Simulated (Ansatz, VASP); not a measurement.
**Au in VASP and in Ansatz**

```xyz
2
Lattice="2.9798 0.0000 0.0000 -1.4899 2.5805 0.0000 0.0000 0.0000 5.0685" Properties=species:S:1:pos:R:3 pbc="T T T"
Au    0.0000    1.7204    1.2671
Au    1.4899    0.8602    3.8014
```

Alike in both runs: task single point; functional BLYP; k mesh 14 × 14 × 7; occupations fermi-dirac, width 0.1 eV; no spin polarisation.

```csv
,VASP,Ansatz
version,VASP 6.6.1,Ansatz 0.2.0
potentials or method,"VASP PAW PBE potentials, release 64 (Au), cutoff 520 eV","plane waves (420 eV) with PAW, scalar-relativistic"
valence electrons in the cell,22,38
```

```tsv
	VASP	Ansatz	Ansatz less VASP
pressure (GPa)	0.6	0.2	-0.41
traceless stress, the component that is largest in VASP (GPa)	-0.32	-0.22	+0.093
```

VASP's potentials were made for PBE, not for BLYP. VASP's potentials hold 22 valence electrons a cell and Ansatz's 38, so a difference there can come from the potentials and not from the codes.

Spin-orbit coupling is off throughout.
